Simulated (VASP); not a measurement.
# CdTe (P6_3/mmc) in VASP: single point with PBE

Aim: the single point of CdTe with PBE.

Program: VASP 6.6.1. These are calculated values, not measurements. Logs are shortened: lines on timing, memory, paths and dates and some standing lists are left out, and cuts for length are marked.

## Step 1: The cell of the first run

The structure is hexagonal, space group P6_3/mmc (No. 194). The conventional cell has a = 4.884 Å, b = 4.884 Å, c = 6.622 Å, α = 90.00°, β = 90.00°, γ = 120.00°. Within 3.7 Å of Cd (site symmetry -6m2) lie 5 Te at 2.82 to 3.31 Å. Within 3.7 Å of Te (site symmetry -6m2) lie 5 Cd at 2.82 to 3.31 Å.

## Step 2: Single point, PBE, non-collinear spin, zero start, spin-orbit coupling

File INCAR:

```
SYSTEM = CdTe
PREC = Accurate ; ENCUT = 520
EDIFF = 1E-6 ; ISMEAR = -1
SIGMA = 0.02 ; LREAL = .False.
LASPH = .True. ; NELM = 150
ALGO = Normal ; ISIF = 2
LWAVE = .False. ; LCHARG = .True.
MAGMOM = 0 0 0 0 0 0 0 0 0 0 0 0 ; LORBIT = 11
LSORBIT = .True. ; GGA_COMPAT = .False.
LORBMOM = .True. ; GGA = PE
LVHAR = .True. ; NBANDS = 50
```

File KPOINTS:

```
regular mesh
0
Gamma
  6 6 4
  0 0 0
```

File POSCAR:

```
CdTe
1.0
    4.8840758523      0.0000000000      0.0000000000
   -2.4420379261      4.2297337621      0.0000000000
    0.0000000000      0.0000000000      6.6222453900
Cd Te
2 2
Direct
    0.3333333333      0.6666666667      0.2500000000
    0.6666666667      0.3333333333      0.7500000000
    0.6666666667      0.3333333333      0.2500000000
    0.3333333333      0.6666666667      0.7500000000
```

Potentials or basis: VASP PAW PBE potentials, release 64 (Cd, Te).

The run is started by

```sh
cat potpaw_PBE.64/Cd/POTCAR potpaw_PBE.64/Te/POTCAR > POTCAR
mpirun -np 1 vasp_ncl > vasp.out
```

OUTCAR:

```text
SYSTEM = CdTe
   PREC = Accurate
   ENCUT = 520
   EDIFF = 1E-6
   ISMEAR = -1
   LREAL = .False.
   LASPH = .True.
   NELM = 150
   ISIF = 2
   LORBIT = 11
   LSORBIT = .True.
   GGA = PE

 ion  position               nearest neighbor table
   1  0.333  0.667  0.250-   3 2.82   3 2.82   3 2.82   4 3.31   4 3.31
   2  0.667  0.333  0.750-   4 2.82   4 2.82   4 2.82   3 3.31   3 3.31
   3  0.667  0.333  0.250-   1 2.82   1 2.82   1 2.82   2 3.31   2 3.31
   4  0.333  0.667  0.750-   2 2.82   2 2.82   2 2.82   1 3.31   1 3.31

  LATTYP: Found a hexagonal cell.
 ALAT       =     4.8840758523
 C/A-ratio  =     1.3558850416

  Lattice vectors:

 A1 = (   4.8840758523,   0.0000000000,   0.0000000000)
 A2 = (  -2.4420379261,   4.2297337621,   0.0000000000)
 A3 = (   0.0000000000,   0.0000000000,   6.6222453900)

Analysis of symmetry for initial positions (statically):
=====================================================================
 Subroutine PRICEL returns:
 Original cell was already a primitive cell.

 Routine SETGRP: Setting up the symmetry group for a
 hexagonal supercell.

 Subroutine GETGRP returns: Found 24 space group operations
 (whereof 12 operations were pure point group operations)
 out of a pool of 24 trial point group operations.

The static configuration has the point symmetry D_3d.
 The point group associated with its full space group is D_6h.

Analysis of symmetry for dynamics (positions and initial velocities):
=====================================================================
 Subroutine PRICEL returns:
 Original cell was already a primitive cell.

 Routine SETGRP: Setting up the symmetry group for a
 hexagonal supercell.

 Subroutine GETGRP returns: Found 24 space group operations
 (whereof 12 operations were pure point group operations)
 out of a pool of 24 trial point group operations.

The dynamic configuration has the point symmetry D_3d.
 The point group associated with its full space group is D_6h.

Analysis of structural, dynamic, and magnetic symmetry:
=====================================================================
 Subroutine PRICEL returns:
 Original cell was already a primitive cell.

 Routine SETGRP: Setting up the symmetry group for a
 hexagonal supercell.

 Subroutine GETGRP returns: Found 24 space group operations
 (whereof 12 operations were pure point group operations)
 out of a pool of 24 trial point group operations.

The overall configuration has the point symmetry D_3d.
 The point group associated with its full space group is D_6h.

 Subroutine INISYM returns: Found 24 space group operations
 (whereof 12 operations are pure point group operations),
 and found     1 'primitive' translations

----------------------------------------------------------------------------------------

                                     Primitive cell

  volume of cell :     136.8046

  direct lattice vectors                    reciprocal lattice vectors
     4.884075852  0.000000000  0.000000000     0.204747025  0.118210750  0.000000000
    -2.442037926  4.229733762  0.000000000     0.000000000  0.236421500  0.000000000
     0.000000000  0.000000000  6.622245390     0.000000000  0.000000000  0.151006183

  length of vectors
     4.884075852  4.884075852  6.622245390     0.236421500  0.236421500  0.151006183

  position of ions in fractional coordinates (direct lattice)
     0.333333333  0.666666667  0.250000000
     0.666666667  0.333333333  0.750000000
     0.666666667  0.333333333  0.250000000
     0.333333333  0.666666667  0.750000000

  ion indices of the primitive-cell ions
   primitive index   ion index
                 1           1
                 2           2
                 3           3
                 4           4

----------------------------------------------------------------------------------------

[... 109 lines left out ...]
  ext. energy  EPLUGINS =         0.00000000
  ---------------------------------------------------
  free energy    TOTEN  =        -9.28155873 eV

  energy without entropy =       -9.28002317  energy(sigma->0) =       -9.28079095

 E-fermi :   2.4488     XC(G=0):  -8.5865

 val. band max:        2.4236744756   @ k =   0.1667   0.0000   0.0000
 cond. band min:       2.6934232059   @ k =   0.0000   0.0000   0.0000
 fundamental gap:      0.2697487303
 Fermi energy:         2.4488009161

 k-point     1 :       0.0000    0.0000    0.0000
  band No.  band energies     occupation
      1      -8.7545      1.00000
      2      -8.7545      1.00000
      3      -8.2072      1.00000
      4      -8.2072      1.00000
      5      -6.3741      1.00000
      6      -6.3741      1.00000
[... 1060 lines left out ...]
     47       8.1609      0.00000
     48       8.1609      0.00000
 [bands above 48 left out]

------------------------ aborting loop because EDIFF is reached ----------------------------------------

  FORCE on cell =-STRESS in cart. coord.  units (eV):
  Direction    XX          YY          ZZ          XY          YZ          ZX
  --------------------------------------------------------------------------------------
  -------------------------------------------------------------------------------------
  Total        1.2595743      1.2595743      0.6005879      0.0000000     -0.0000000     -0.0000000
  in kB       14.7514149     14.7514149      7.0337425      0.0000000     -0.0000000     -0.0000000
  external PRESSURE =      12.1788574 kB  Pullay stress =       0.0000000 kB

 VOLUME and BASIS-vectors are now :
 -----------------------------------------------------------------------------
  energy-cutoff  :      520.00
  volume of cell :      136.80
      direct lattice vectors                 reciprocal lattice vectors
     4.884075852  0.000000000  0.000000000     0.204747025  0.118210750  0.000000000
    -2.442037926  4.229733762  0.000000000     0.000000000  0.236421500  0.000000000
     0.000000000  0.000000000  6.622245390     0.000000000  0.000000000  0.151006183

 POSITION                                       TOTAL-FORCE (eV/Angst)
 -----------------------------------------------------------------------------------
     -0.00000      2.81982      1.65556         0.000000     -0.000000      0.000000
      2.44204      1.40991      4.96668         0.000000      0.000000      0.000000
      2.44204      1.40991      1.65556        -0.000000      0.000000      0.000000
     -0.00000      2.81982      4.96668         0.000000     -0.000000      0.000000
 -----------------------------------------------------------------------------------
    total drift:                                0.000000     -0.000000      0.000000

  FREE ENERGIE OF THE ION-ELECTRON SYSTEM (eV)
  ---------------------------------------------------
  free  energy   TOTEN  =        -9.2815587285 eV

  energy  without entropy=       -9.2800231676  energy(sigma->0) =       -9.28079095

 orbital moment (x)

 # of ion     p       d       tot
 ----------------------------------------
  1        -0.000   0.000   0.000
  2         0.000  -0.000  -0.000
  3        -0.000   0.000  -0.000
  4        -0.000   0.000  -0.000
 ----------------------------------------
           -0.000   0.000   0.000

 orbital moment (y)

 # of ion     p       d       tot
 ----------------------------------------
  1         0.000   0.000   0.000
  2         0.000   0.000   0.000
  3        -0.000  -0.000  -0.000
  4         0.000  -0.000   0.000
 ----------------------------------------
            0.000   0.000   0.000

 orbital moment (z)

 # of ion     p       d       tot
 ----------------------------------------
  1         0.000  -0.000  -0.000
  2         0.000  -0.000  -0.000
  3         0.000   0.000   0.000
  4         0.000   0.000   0.000
 ----------------------------------------
            0.000  -0.000  -0.000

 Spin-Orbit-Coupling matrix elements

 Ion:    1  E_soc:     -0.0566503
 l=   1
     0.0000000    -0.0023051    -0.0030704
    -0.0023051     0.0000000    -0.0023051
    -0.0030704    -0.0023051     0.0000000
 l=   2
     0.0000000    -0.0013967     0.0000000    -0.0013967    -0.0055354
    -0.0013967     0.0000000    -0.0040682    -0.0013861    -0.0013967
     0.0000000    -0.0040682     0.0000000    -0.0040682     0.0000000
    -0.0013967    -0.0013861    -0.0040682     0.0000000    -0.0013967
    -0.0055354    -0.0013967     0.0000000    -0.0013967     0.0000000
 l=   3
     0.0000000     0.0000000     0.0000000     0.0000000     0.0000000     0.0000000     0.0000000
     0.0000000     0.0000000     0.0000000     0.0000000     0.0000000     0.0000000     0.0000000
     0.0000000     0.0000000     0.0000000     0.0000000     0.0000000     0.0000000     0.0000000
     0.0000000     0.0000000     0.0000000     0.0000000     0.0000000     0.0000000     0.0000000
[... 49 lines left out ...]
 l=   2
     0.0000000    -0.0000104     0.0000000    -0.0000104    -0.0000728
    -0.0000104     0.0000000    -0.0000377    -0.0000069    -0.0000104
     0.0000000    -0.0000377     0.0000000    -0.0000377     0.0000000
    -0.0000104    -0.0000069    -0.0000377     0.0000000    -0.0000104
    -0.0000728    -0.0000104     0.0000000    -0.0000104     0.0000000
 l=   3
     0.0000000     0.0000000     0.0000000     0.0000000     0.0000000     0.0000000     0.0000000
     0.0000000     0.0000000     0.0000000     0.0000000     0.0000000     0.0000000     0.0000000
     0.0000000     0.0000000     0.0000000     0.0000000     0.0000000     0.0000000     0.0000000
     0.0000000     0.0000000     0.0000000     0.0000000     0.0000000     0.0000000     0.0000000
     0.0000000     0.0000000     0.0000000     0.0000000     0.0000000     0.0000000     0.0000000
     0.0000000     0.0000000     0.0000000     0.0000000     0.0000000     0.0000000     0.0000000
     0.0000000     0.0000000     0.0000000     0.0000000     0.0000000     0.0000000     0.0000000

 total charge

# of ion       s       p       d       tot
------------------------------------------
    1        0.461   0.262   9.540  10.262
    2        0.461   0.262   9.540  10.262
    3        1.360   2.036   0.018   3.414
    4        1.360   2.036   0.018   3.414
--------------------------------------------------
tot          3.642   4.595  19.116  27.353

 magnetization (x)

# of ion       s       p       d       tot
------------------------------------------
    1        0.000   0.000   0.000   0.000
    2        0.000   0.000   0.000   0.000
    3        0.000   0.000   0.000   0.000
    4        0.000   0.000   0.000   0.000
--------------------------------------------------
tot          0.000   0.000   0.000   0.000

 magnetization (y)

# of ion       s       p       d       tot
------------------------------------------
    1        0.000   0.000   0.000   0.000
    2       -0.000   0.000   0.000  -0.000
    3        0.000   0.000   0.000   0.000
    4        0.000   0.000   0.000   0.000
--------------------------------------------------
tot          0.000   0.000   0.000   0.000

 magnetization (z)

# of ion       s       p       d       tot
------------------------------------------
    1        0.000   0.000   0.000   0.000
    2        0.000   0.000   0.000   0.000
    3        0.000   0.000   0.000   0.000
    4        0.000   0.000   0.000   0.000
--------------------------------------------------
tot          0.000   0.000   0.000   0.000
```

Wall time 6.2 min (1 thread of Intel Xeon Platinum 8259CL at 2.50GHz (Skylake/Cascade Lake), shared host); peak memory 0.61 GiB.

What came out:

| Quantity | Value |
| --- | --- |
| Free energy | -9.2816 eV |
| Pressure | 1.2 GPa |
| Net moment | 0.00 μB per cell |
| Valence electrons inside the program's atomic spheres | Cd 10.26; Te 3.41 |

Moments on the atoms (μB; x, y, z):
```
Cd  0.00 0.00 0.00
Cd  0.00 0.00 0.00
Te  0.00 0.00 0.00
Te  0.00 0.00 0.00
```
